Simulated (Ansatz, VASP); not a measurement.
## Two plane-wave programs on Ta

Contents of INCAR:

```
PREC = Accurate
ENCUT = 520
EDIFF = 1E-6
ISMEAR = 0
SIGMA = 0.15
LREAL = F
LASPH = T
NELM = 100
ALGO = Fast
ISIF = 2
LWAVE = F
LCHARG = F
GGA = PS
NBANDS = 18
```

KPOINTS

```
regular mesh
0
Gamma
  24 24 14
```

The input POSCAR:

```
Ta
1.0
    3.0265296946      0.0000000000      0.0000000000
   -1.5132648473      2.6210516008      0.0000000000
    0.0000000000      0.0000000000      4.5686137387
Ta
2
Direct
    0.6666666667      0.3333333333      0.7500000000
    0.3333333333      0.6666666667      0.2500000000
```

Input for Ansatz:

```yaml
crystal:
  lattice:
    - [3.0265296946, 0.0, 0.0]
    - [-1.5132648473, 2.6210516008, 0.0]
    - [0.0, 0.0, 4.5686137387]
  atoms:
    - { symbol: Ta, position: [0.6666666667, 0.3333333333, 0.75] }
    - { symbol: Ta, position: [0.3333333333, 0.6666666667, 0.25] }
basis:
  ecutwfc: 420
kpoints:
  mp_grid: { grid: [24, 24, 14] }
hamiltonian:
  xc: pbesol
scf:
  occupations: { method: gaussian, width: 0.15 }
output:
  forces: true
  stress: true
  eigenvalues: true
  write_density: true
  write_potential: true
  elf: true
  volumetric_format: npy
```

Alike in both runs: task single point; functional PBEsol; k mesh 24 × 24 × 14; occupations gaussian, width 0.15 eV; no spin polarisation.

|  | VASP | Ansatz |
| --- | --- | --- |
| version | VASP 6.6.1 | Ansatz 0.2.0 |
| potentials or method | VASP PAW PBE potentials, release 64 (Ta_pv), cutoff 520 eV | scalar-relativistic, plane waves, PAW |
| valence electrons in the cell | 22 | 26 |

|  | VASP | Ansatz | Ansatz less VASP |
| --- | --- | --- | --- |
| gap on the k mesh at the Fermi level (eV) | none | none | - |
| pressure (GPa) | 0.6 | 0.4 | -0.17 |
| traceless stress, the component that is largest in VASP (GPa) | 8.56 | 8.51 | -0.052 |

VASP's potentials were made for PBE, not for PBEsol. A gap of «none» marks a metal or a gap that the smearing closes. The functional is the same, so the differences come from potentials, cutoffs and numerics. VASP's potentials hold 22 valence electrons a cell and Ansatz's 26, so a difference there can come from the potentials and not from the codes.

Neither program's run includes spin-orbit coupling.
